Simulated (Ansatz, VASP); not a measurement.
## CuO: VASP beside Ansatz

The input INCAR:

```
ALGO = Normal
EDIFF = 1E-6
ENCUT = 700
GGA = CA
GGA_COMPAT = F
ISIF = 2
ISMEAR = -1
LASPH = T
LCHARG = F
LDAU = T
LDAUJ = 0 0
LDAUL = 2 -1
LDAUPRINT = 1
LDAUTYPE = 2
LDAUU = 8 0
LMAXMIX = 4
LREAL = F
LWAVE = F
NBANDS = 33
NELM = 200
PREC = Accurate
SIGMA = 0.05
```

KPOINTS

```
k-points
0
Gamma
  10 10 6
```

Contents of POSCAR:

```
CuO
1.0
    3.1795331000      0.0000000000      0.0000000000
   -1.5897665500      2.7535564400      0.0000000000
    0.0000000000      0.0000000000      4.4314907300
Cu O
2 2
Direct
    0.0000000000      0.0000000000      0.0000000000
    0.0000000000      0.0000000000      0.5000000000
    0.3333333333      0.6666666667      0.2500000000
    0.6666666667      0.3333333333      0.7500000000
```

File input.yaml:

```yaml
crystal:
  lattice:
    - [3.1795331, 0.0, 0.0]
    - [-1.58976655, 2.75355644, 0.0]
    - [0.0, 0.0, 4.43149073]
  atoms:
    - { symbol: Cu, position: [0.0, 0.0, 0.0] }
    - { symbol: Cu, position: [0.0, 0.0, 0.5] }
    - { symbol: O, position: [0.3333333333, 0.6666666667, 0.25] }
    - { symbol: O, position: [0.6666666667, 0.3333333333, 0.75] }
hamiltonian:
  xc: lda
  pseudopotentials: { kind: paw }
  hubbard: { sites: [{ species: Cu, l: d, u_eff: 8.0 }] }
kpoints:
  mp_grid: { grid: [10, 10, 6] }
scf:
  occupations: { method: fermi_dirac, width: 0.05 }
  n_extra_bands: 10
output:
  forces: true
  stress: true
  eigenvalues: true
  dos: { projected: true, de: 0.05, nscf_kmesh: { grid: [15, 15, 9] } }
```

Alike in both runs: functional LDA; k mesh 10 × 10 × 6; occupations fermi-dirac, width 0.05 eV; no spin polarisation; Hubbard terms Cu d U = 8.0 eV.

```csv
,VASP,Ansatz
version,VASP 6.6.1,Ansatz 0.2.0
potentials or method,"VASP PAW LDA potentials, release 64 (Cu_sv_GW, O)",Ansatz PAW
plane-wave cutoff (eV),700,420
valence electrons in the cell,50,50
task,single point,projected density of states
```

|  | VASP | Ansatz | Ansatz less VASP |
| --- | --- | --- | --- |
| gap on the k mesh at the Fermi level (eV) | none | none | - |
| pressure (GPa) | -15.1 | -4.7 | +10.36 |
| traceless stress, the component that is largest in VASP (GPa) | 26.66 | 24.86 | -1.803 |

LDA's correlation is that of Perdew and Zunger in VASP and of Perdew and Wang (1992) in Ansatz. The programs project onto different local orbitals, so the same U acts differently, and such runs can settle in different states. A gap of «none» marks a metal or a gap that the smearing closes.

Noted on Ansatz's run: Pulay correction over one GPa.
